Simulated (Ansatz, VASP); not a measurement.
**Two plane-wave programs on RuS**

```
CELL_PARAMETERS angstrom
0.00000 2.60052 2.60052
2.60052 0.00000 2.60052
2.60052 2.60052 0.00000
ATOMIC_POSITIONS crystal
Ru 0.00000 0.00000 0.00000
S 0.25000 0.25000 0.25000
```

Alike in both runs: task single point; functional PBE; k mesh 10 × 10 × 10; occupations gaussian, width 0.05 eV; no spin polarisation.

|  | VASP | Ansatz |
| --- | --- | --- |
| version | VASP 6.6.1 | Ansatz 0.2.0 |
| potentials or method | VASP PAW PBE potentials, release 64 (Ru_pv, S), cutoff 520 eV | scalar-relativistic, plane waves, PAW |
| valence electrons in the cell | 20 | 22 |

|  | VASP | Ansatz | Ansatz less VASP |
| --- | --- | --- | --- |
| gap on the k mesh at the Fermi level (eV) | none | none | - |
| pressure (GPa) | -0.2 | 0.0 | +0.18 |

A gap of «none» marks a metal or a gap that the smearing closes. VASP's potentials hold 20 valence electrons a cell and Ansatz's 22, so a difference there can come from the potentials and not from the codes.
